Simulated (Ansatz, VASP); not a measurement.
**MnS in VASP and in Ansatz**

```xyz
2
Lattice="0.0000 2.4735 2.4735 2.4735 0.0000 2.4735 2.4735 2.4735 0.0000" Properties=species:S:1:pos:R:3 pbc="T T T"
Mn    0.0000    0.0000    0.0000
S     3.7102    3.7102    3.7102
```

Alike in both runs: task relaxation of cell and atoms; functional RPBE; dispersion D4; k mesh 9 × 9 × 9; occupations fermi-dirac, width 0.05 eV; collinear spin.

|  | VASP | Ansatz |
| --- | --- | --- |
| version | VASP 6.6.1 | Ansatz 0.2.0 |
| potentials or method | VASP PAW PBE potentials, release 64 (Mn_pv, S), cutoff 600 eV | all-electron LAPW, scalar-relativistic |

|  | VASP | Ansatz | Ansatz less VASP |
| --- | --- | --- | --- |
| net moment per atom (μB) | 0.09 | 0.10 | +0.008 |
| size of the moment on the site where the two differ most (μB) | 0.17 | 0.18 | +0.008 |
| relaxed volume (Å³/atom) | 14.59 | 14.60 | +0.010 |
| relaxed cell length with the largest relative difference (Å) | 3.456 | 3.457 | +0.0008 |

VASP's potentials were made for PBE, not for RPBE. Site moments also hang on the region over which each program counts them. Ansatz ran all-electron here, and VASP with PAW potentials.
